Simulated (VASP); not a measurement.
# Si16B (a cell with a defect) in VASP: relaxation of the atoms with LDA

Aim: the relaxation of the atoms of Si16B (a cell with a defect) with LDA.

All numbers are computed with VASP 6.6.1; they aren't measurements. Logs are shortened: lines on timing, memory, paths and dates and some standing lists are left out, and cuts for length are marked.

## 1. The cell of the first run

The cell holds a defect, 17 atoms: a = 7.679 Å, b = 7.679 Å, c = 7.679 Å, α = 60.00°, β = 60.00°, γ = 60.00°.

## 2. Relaxation of the atoms, LDA, collinear spin

Contents of INCAR:

```
PREC     = Accurate       # precision mode
ENCUT    = 520            # plane-wave cutoff, eV
EDIFF    = 1E-6           # SCF threshold, eV
ISMEAR   = 0              # smearing method
SIGMA    = 0.02           # smearing width, eV
LREAL    = Auto         
LASPH    = T              # aspherical terms in the spheres
NELM     = 150            # most SCF steps
ALGO     = Normal         # electronic algorithm
ISIF     = 2              # what is computed and relaxed
LWAVE    = F              # write WAVECAR
LCHARG   = F              # write CHGCAR
ISPIN    = 2              # spin polarisation
MAGMOM   = 0 0 0 0 0 0 0 0 0 0 0 0 0 0 0 0 1 # initial moments
LORBIT   = 11             # projections on sites
IBRION   = 2              # ionic algorithm
NSW      = 80             # ionic steps
EDIFFG   = -0.03          # ionic threshold
KPAR     = 2
```

Contents of KPOINTS:

```
regular mesh
0
Gamma
  2 2 2
```

Contents of POSCAR:

```
Si16B
1.0
    0.0000000000      5.4300000000      5.4300000000
    5.4300000000      0.0000000000      5.4300000000
    5.4300000000      5.4300000000      0.0000000000
Si B
16 1
Direct
    0.0000000000      0.0000000000      0.0000000000
    0.1250000000      0.1250000000      0.1250000000
    0.0000000000      0.0000000000      0.5000000000
    0.1250000000      0.1250000000      0.6250000000
    0.0000000000      0.5000000000      0.0000000000
    0.1250000000      0.6250000000      0.1250000000
    0.0000000000      0.5000000000      0.5000000000
    0.1250000000      0.6250000000      0.6250000000
    0.5000000000      0.0000000000      0.0000000000
    0.6250000000      0.1250000000      0.1250000000
    0.5000000000      0.0000000000      0.5000000000
    0.6250000000      0.1250000000      0.6250000000
    0.5000000000      0.5000000000      0.0000000000
    0.6250000000      0.6250000000      0.1250000000
    0.5000000000      0.5000000000      0.5000000000
    0.6250000000      0.6250000000      0.6250000000
    0.8191036000      0.3088964000      0.3130966000
```

Potentials or basis: VASP PAW LDA potentials, release 64 (Si, B).

Command:

```
$ cat potpaw_LDA.64/Si/POTCAR potpaw_LDA.64/B/POTCAR > POTCAR
$ mpirun -np 4 vasp_std > vasp.out
```

OUTCAR:

```text
PREC = Accurate
   ENCUT = 520
   EDIFF = 1E-6
   ISMEAR = 0
   LREAL = Auto
   LASPH = T
   NELM = 150
   ISIF = 2
   ISPIN = 2
   LORBIT = 11
   IBRION = 2
   NSW = 80
   EDIFFG = -0.03

 ion  position               nearest neighbor table
   1  0.000  0.000  0.000-   2 2.35   4 2.35   6 2.35  10 2.35
   2  0.125  0.125  0.125-  17 2.22   3 2.35   5 2.35   9 2.35   1 2.35
   3  0.000  0.000  0.500-  17 2.22   4 2.35   8 2.35  12 2.35   2 2.35
   4  0.125  0.125  0.625-   1 2.35   3 2.35   7 2.35  11 2.35
   5  0.000  0.500  0.000-  17 2.24   6 2.35   8 2.35  14 2.35   2 2.35
   6  0.125  0.625  0.125-   1 2.35   5 2.35   7 2.35  13 2.35
   7  0.000  0.500  0.500-   4 2.35   6 2.35   8 2.35  16 2.35
   8  0.125  0.625  0.625-   3 2.35   5 2.35   7 2.35  15 2.35
   9  0.500  0.000  0.000-   2 2.35  10 2.35  12 2.35  14 2.35
  10  0.625  0.125  0.125-   1 2.35   9 2.35  11 2.35  13 2.35
  11  0.500  0.000  0.500-   4 2.35  10 2.35  12 2.35  16 2.35
  12  0.625  0.125  0.625-  17 2.26   9 2.35  11 2.35  15 2.35   3 2.35
  13  0.500  0.500  0.000-   6 2.35  10 2.35  14 2.35  16 2.35
  14  0.625  0.625  0.125-  17 2.29   9 2.35  13 2.35  15 2.35   5 2.35
  15  0.500  0.500  0.500-  17 2.28  12 2.35  14 2.35  16 2.35   8 2.35
  16  0.625  0.625  0.625-   7 2.35  11 2.35  13 2.35  15 2.35
  17  0.819  0.309  0.313-   3 2.22   2 2.22   5 2.24  12 2.26  15 2.28  14 2.29

  LATTYP: Found a face centered cubic cell.
 ALAT       =    10.8600000000

  Lattice vectors:

 A1 = (   0.0000000000,   5.4300000000,   5.4300000000)
 A2 = (   5.4300000000,   0.0000000000,   5.4300000000)
 A3 = (   5.4300000000,   5.4300000000,   0.0000000000)

Analysis of symmetry for initial positions (statically):
=====================================================================
 Subroutine PRICEL returns:
 Original cell was already a primitive cell.

 Routine SETGRP: Setting up the symmetry group for a
 face centered cubic supercell.

 Subroutine GETGRP returns: Found  1 space group operations
 (whereof  1 operations were pure point group operations)
 out of a pool of 48 trial point group operations.

The static configuration has the point symmetry C_1 .

Analysis of symmetry for dynamics (positions and initial velocities):
=====================================================================
 Subroutine PRICEL returns:
 Original cell was already a primitive cell.

 Routine SETGRP: Setting up the symmetry group for a
 face centered cubic supercell.

 Subroutine GETGRP returns: Found  1 space group operations
 (whereof  1 operations were pure point group operations)
 out of a pool of 48 trial point group operations.

The dynamic configuration has the point symmetry C_1 .

Analysis of structural, dynamic, and magnetic symmetry:
=====================================================================
 Subroutine PRICEL returns:
 Original cell was already a primitive cell.

 Routine SETGRP: Setting up the symmetry group for a
 face centered cubic supercell.

 Subroutine GETGRP returns: Found  1 space group operations
 (whereof  1 operations were pure point group operations)
 out of a pool of 48 trial point group operations.

The overall configuration has the point symmetry C_1 .

 Subroutine INISYM returns: Found  1 space group operations
 (whereof  1 operations are pure point group operations),
 and found     1 'primitive' translations

----------------------------------------------------------------------------------------

                                     Primitive cell

  volume of cell :     320.2060

  direct lattice vectors                    reciprocal lattice vectors
     0.000000000  5.430000000  5.430000000    -0.092081031  0.092081031  0.092081031
     5.430000000  0.000000000  5.430000000     0.092081031 -0.092081031  0.092081031
     5.430000000  5.430000000  0.000000000     0.092081031  0.092081031 -0.092081031

  length of vectors
     7.679179644  7.679179644  7.679179644     0.159489025  0.159489025  0.159489025

  position of ions in fractional coordinates (direct lattice)
     0.000000000  0.000000000  0.000000000
     0.125000000  0.125000000  0.125000000
     0.000000000  0.000000000  0.500000000
     0.125000000  0.125000000  0.625000000
     0.000000000  0.500000000  0.000000000
     0.125000000  0.625000000  0.125000000
[... 9 lines left out ...]
     0.625000000  0.625000000  0.625000000
     0.819103600  0.308896400  0.313096600

  ion indices of the primitive-cell ions
   primitive index   ion index
                 1           1
                 2           2
                 3           3
                 4           4
[... 34 lines left out ...]

 Subroutine IBZKPT returns following result:
 ===========================================

 Found      8 irreducible k-points:

 Following reciprocal coordinates:
            Coordinates               Weight
  0.000000  0.000000  0.000000      1.000000
  0.500000  0.000000  0.000000      1.000000
  0.000000  0.500000  0.000000      1.000000
  0.000000  0.000000  0.500000      1.000000
  0.500000  0.500000  0.500000      1.000000
  0.500000  0.500000  0.000000      1.000000
  0.000000  0.500000  0.500000      1.000000
  0.500000  0.000000  0.500000      1.000000
   k-points           NKPTS =      8   k-points in BZ     NKDIM =      8   number of bands    NBANDS=     44
   number of dos      NEDOS =    301   number of ions     NIONS =     17
   total plane-waves  NPLWV = 216000
   dimension x,y,z NGX =    60 NGY =   60 NGZ =   60
   dimension x,y,z NGXF=   120 NGYF=  120 NGZF=  120
   ions per type =              16   1
   NGX,Y,Z   is equivalent  to a cutoff of  12.99, 12.99, 12.99 a.u.
   NGXF,Y,Z  is equivalent  to a cutoff of  25.98, 25.98, 25.98 a.u.
 SYSTEM =  unknown system
   PREC   = accura    normal or accurate (medium, high low for compatibility)
   ISTART =      0    job   : 0-new  1-cont  2-samecut
   ICHARG =      2    charge: 1-file 2-atom 10-const
   ISPIN  =      2    spin polarized calculation?
   LNONCOLLINEAR =      F non collinear calculations
   LSORBIT =      F    spin-orbit coupling
   LASPH  =      T    aspherical Exc in radial PAW
   ENCUT  =  520.0 eV  38.22 Ry    6.18 a.u.  14.28 14.28 14.28*2*pi/ulx,y,z
   NELM   =    150;   NELMIN=  2; NELMDL= -5     # of ELM steps
   EDIFF  = 0.1E-05   stopping-criterion for ELM
   LREAL  =      T    real-space projection
   EDIFFG = -.3E-01   stopping-criterion for IOM
   NSW    =     80    number of steps for IOM
   IBRION =      2    ionic relax: 0-MD 1-quasi-New 2-CG
   NFREE  =      1    steps in history (QN), initial steepest desc. (CG)
   ISIF   =      2    stress and relaxation
   ISYM   =      2    0-nonsym 1-usesym 2-fastsym
   POTIM  = 0.5000    time-step for ionic-motion
   TEBEG  =    0.0;   TEEND  =   0.0 temperature during run
   PSTRESS=    0.0 pullay stress
   NELECT =      67.0000    total number of electrons
   NUPDOWN=      -1.0000    fix difference up-down
   EMIN   =  10.00;   EMAX   =-10.00  energy-range for DOS
   EFERMI =   0.00;   METHOD = LEGACY
   ISMEAR =     0;   SIGMA  =   0.02  broadening in eV -4-tet -1-fermi 0-gaus
   EFERMI_NEDOS =   21; number of points for ismear=-14 and -15
   IALGO  =     38    algorithm
   IMIX   =      4    mixing-type and parameters
     AMIX     =   0.40;   BMIX     =  1.00
     AMIX_MAG =   1.60;   BMIX_MAG =  1.00
  volume/ion in A,a.u.               =      18.84       127.11
  Fermi-wavevector in a.u.,A,eV,Ry     =   0.971904  1.836632 12.852022  0.944597
  Thomas-Fermi vector in A             =   2.102159
   LORBIT       =     11    0 simple, 1 ext, 2 COOP (PROOUT), +10 PAW based schemes
   GGA     = CA    functional components
   LHFCALC =     F    Hartree Fock is set to
   AEXX    =    0.0000 exact exchange contribution
   IVDW    =     0    specifies the selected vdW correction
   LEPSILON=     F    determine dielectric tensor
   LRPA    =     F    only Hartree local field effects (RPA)
 conjugate gradient relaxation of ions
 spin polarized calculation
 Gauss-broadening in eV      SIGMA  =   0.02
  energy-cutoff  :      520.00
  volume of cell :      320.21
 maximum number of plane-waves:      8646
 NGX is ok and might be reduce to    60
   NGX = 29   NGY = 29   NGZ = 29

--------------------------------------- Ionic step        1  -------------------------------------------

 number of electron      67.0000004 magnetization       0.7159812

 Free energy of the ion-electron system (eV)
  ---------------------------------------------------
  ext. energy  EPLUGINS =         0.00000000
  ---------------------------------------------------
  free energy    TOTEN  =       -97.97731366 eV

  energy without entropy =      -97.97630917  energy(sigma->0) =      -97.97681141

------------------------ aborting loop because EDIFF is reached ----------------------------------------

  FORCE on cell =-STRESS in cart. coord.  units (eV):
  Direction    XX          YY          ZZ          XY          YZ          ZX
  --------------------------------------------------------------------------------------
  -------------------------------------------------------------------------------------
  Total       -2.2325266     -2.2498325     -2.2843656      0.6246024      0.6352932      0.6365964
  in kB      -11.1706319    -11.2572232    -11.4300126      3.1252496      3.1787424      3.1852627
  external PRESSURE =     -11.2859559 kB  Pullay stress =       0.0000000 kB
[... 134 lines left out ...]
  FREE ENERGIE OF THE ION-ELECTRON SYSTEM (eV)
  ---------------------------------------------------
  free  energy   TOTEN  =       -98.1204613617 eV

  energy  without entropy=      -98.1203146458  energy(sigma->0) =      -98.12038800

[... ionic steps 4 to 10 ...]

--------------------------------------- Ionic step       11  -------------------------------------------

 number of electron      67.0000001 magnetization       0.7482167

------------------------ aborting loop because EDIFF is reached ----------------------------------------
[... 97 lines left out ...]
--------------------------------------- Ionic step       13  -------------------------------------------

 number of electron      67.0000001 magnetization       0.7487046

 Free energy of the ion-electron system (eV)
  ---------------------------------------------------
  ext. energy  EPLUGINS =         0.00000000
  ---------------------------------------------------
  free energy    TOTEN  =       -98.13681821 eV

  energy without entropy =      -98.13675849  energy(sigma->0) =      -98.13678835

 E-fermi :   6.2437     XC(G=0):  -9.7534

 val. band max:        6.2023670011   @ k =   0.0000   0.5000   0.0000
 cond. band min:       6.2851134682   @ k =   0.5000   0.5000   0.0000
 fundamental gap:      0.0827464670
 Fermi energy:         6.2436815929

 spin component 1

 k-point     1 :       0.0000    0.0000    0.0000
  band No.  band energies     occupation
      1      -6.4820      1.00000
      2      -4.3336      1.00000
      3      -4.0751      1.00000
      4      -4.0745      1.00000
      5      -3.6080      1.00000
      6      -2.5931      1.00000
[... 365 lines left out ...]
     43       9.5065      0.00000
     44       9.7694      0.00000
 Fermi energy:         6.2436815929

 spin component 2

 k-point     1 :       0.0000    0.0000    0.0000
  band No.  band energies     occupation
      1      -6.4276      1.00000
      2      -4.2926      1.00000
      3      -4.0320      1.00000
      4      -4.0314      1.00000
      5      -3.5716      1.00000
      6      -2.5166      1.00000
[... 409 lines left out ...]
  FREE ENERGIE OF THE ION-ELECTRON SYSTEM (eV)
  ---------------------------------------------------
  free  energy   TOTEN  =       -98.1368182126 eV

  energy  without entropy=      -98.1367584884  energy(sigma->0) =      -98.13678835

 reached required accuracy - stopping structural energy minimisation

 total charge

# of ion       s       p       d       tot
------------------------------------------
    1        0.749   0.967   0.000   1.717
    2        0.750   0.936   0.000   1.686
    3        0.750   0.935   0.000   1.685
    4        0.749   0.967   0.000   1.717
    5        0.750   0.935   0.000   1.685
    6        0.749   0.967   0.000   1.717
[... 9 lines left out ...]
   16        0.749   0.967   0.000   1.717
   17        0.715   0.976   0.000   1.691
--------------------------------------------------
tot         12.751  16.148   0.000  28.899

 magnetization (x)

# of ion       s       p       d       tot
------------------------------------------
    1        0.001   0.001   0.000   0.002
    2        0.011   0.007   0.000   0.018
    3        0.011   0.007   0.000   0.018
    4        0.001   0.001   0.000   0.002
    5        0.011   0.007   0.000   0.018
    6        0.001   0.001   0.000   0.002
[... 9 lines left out ...]
   16        0.001   0.001   0.000   0.002
   17        0.068   0.011   0.000   0.079
--------------------------------------------------
tot          0.146   0.129   0.000   0.275
```

It took 4.9 min on 4 MPI ranks of Intel Xeon 6975P-C (Granite Rapids), shared host; peak memory 0.33 GiB.

What came out:

| Property | Result |
| --- | --- |
| Free energy | -98.1368 eV |
| Energy gained by relaxing | 9.4 meV/atom |
| Ionic steps | 13 |
| Pressure after relaxing | -0.9 GPa |
| Largest force after relaxing | 0.023 eV/Å |
| Net moment | 0.75 μB per cell |
| Site moments | Si +0.00, +0.02, +0.04 (each value once); B +0.08 μB |
| Valence electrons inside the program's atomic spheres | Si 1.72, 1.69, 1.68 (each value once); B 1.69 |

Forces on the atoms (eV/Å):
```
Si  -0.005 -0.003  0.001
Si   0.004  0.001  0.001
Si  -0.003 -0.003 -0.003
Si   0.000 -0.007 -0.005
Si  -0.003 -0.006 -0.004
Si   0.008  0.003 -0.001
Si   0.000  0.005  0.003
Si   0.015  0.008  0.014
Si  -0.002 -0.005 -0.007
Si   0.002  0.009  0.007
Si  -0.005 -0.011 -0.010
Si  -0.001 -0.004  0.002
Si  -0.010 -0.015 -0.015
Si  -0.002  0.006 -0.002
Si  -0.001  0.000 -0.001
Si   0.003  0.012  0.013
B    0.001  0.011  0.008
```

Stress tensor (GPa, compression positive):
```
-0.94  0.94  0.94
 0.94 -0.95  0.94
 0.94  0.94 -0.94
```

Step by step:
```csv
step,energy change (eV),largest force (eV/Å),pressure (GPa)
1,0.0000,0.7606,-1.13
2,-0.1338,0.2691,-1.01
3,-0.1431,0.2737,-0.95
4,-0.1566,0.0557,-0.95
5,-0.1566,0.0518,-0.95
6,-0.1573,0.0456,-0.96
7,-0.1574,0.0419,-0.97
8,-0.1579,0.0344,-0.97
9,-0.1588,0.0313,-0.97
10,-0.1584,0.0825,-0.95
11,-0.1589,0.0488,-0.96
12,-0.1593,0.0307,-0.95
13,-0.1595,0.0232,-0.94
```

Final structure:
```yaml
crystal:
  lattice:
    - [0.00000, 5.43000, 5.43000]
    - [5.43000, 0.00000, 5.43000]
    - [5.43000, 5.43000, 0.00000]
  atoms:
    - { symbol: Si, position: [0.99798, 0.99869, 0.99923] }
    - { symbol: Si, position: [0.11732, 0.12444, 0.12494] }
    - { symbol: Si, position: [0.00106, 0.00750, 0.50042] }
    - { symbol: Si, position: [0.12689, 0.12689, 0.62615] }
    - { symbol: Si, position: [0.00086, 0.49989, 0.00771] }
    - { symbol: Si, position: [0.12680, 0.62559, 0.12694] }
    - { symbol: Si, position: [0.99917, 0.49911, 0.49918] }
    - { symbol: Si, position: [0.12374, 0.62354, 0.62383] }
    - { symbol: Si, position: [0.50115, 0.00133, 0.00105] }
    - { symbol: Si, position: [0.62568, 0.12573, 0.12570] }
    - { symbol: Si, position: [0.49998, 0.99872, 0.49799] }
    - { symbol: Si, position: [0.62562, 0.12450, 0.61734] }
    - { symbol: Si, position: [0.49995, 0.49802, 0.99920] }
    - { symbol: Si, position: [0.62543, 0.61764, 0.12482] }
    - { symbol: Si, position: [0.50756, 0.49992, 0.50020] }
    - { symbol: Si, position: [0.62692, 0.62557, 0.62603] }
    - { symbol: B, position: [0.81299, 0.31183, 0.31236] }
```

Caveat: the k points lie up to 0.50 Å⁻¹ apart; a moment this small can come from the mesh or the smearing.
